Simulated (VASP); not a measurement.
The system is Li2Se.

```
Li Se
1.0
     0.00000    2.99278    2.99278
     2.99278    0.00000    2.99278
     2.99278    2.99278    0.00000
Li Se
2 1
Direct
  0.25000 0.25000 0.25000
  0.75000 0.75000 0.75000
  0.00000 0.00000 0.00000
```

Base run:

```yaml
Program: VASP 6.6.1
Functional: HSE06
Potentials_or_basis: VASP PAW PBE potentials, release 64 (Li_sv, Se)
Cutoff: 650 eV
k_mesh: 8 × 8 × 8
Occupations: fermi-dirac, width 0.02 eV
Spin: no spin polarisation
```

Its results: band gap on the k mesh 3.82 eV (least direct gap 4.39 eV); pressure -0.5 GPa.

**Question.** The run is repeated on the same cell with these changes: functional from HSE06 to PBE0. What comes out?

**Answer.** Band gap on the k mesh 4.50 eV (least direct gap 5.05 eV); pressure -0.5 GPa.

Caveats: the PAW data sets were made with another functional, which shifts forces and pressure a little.

A k mesh can miss the band edges.
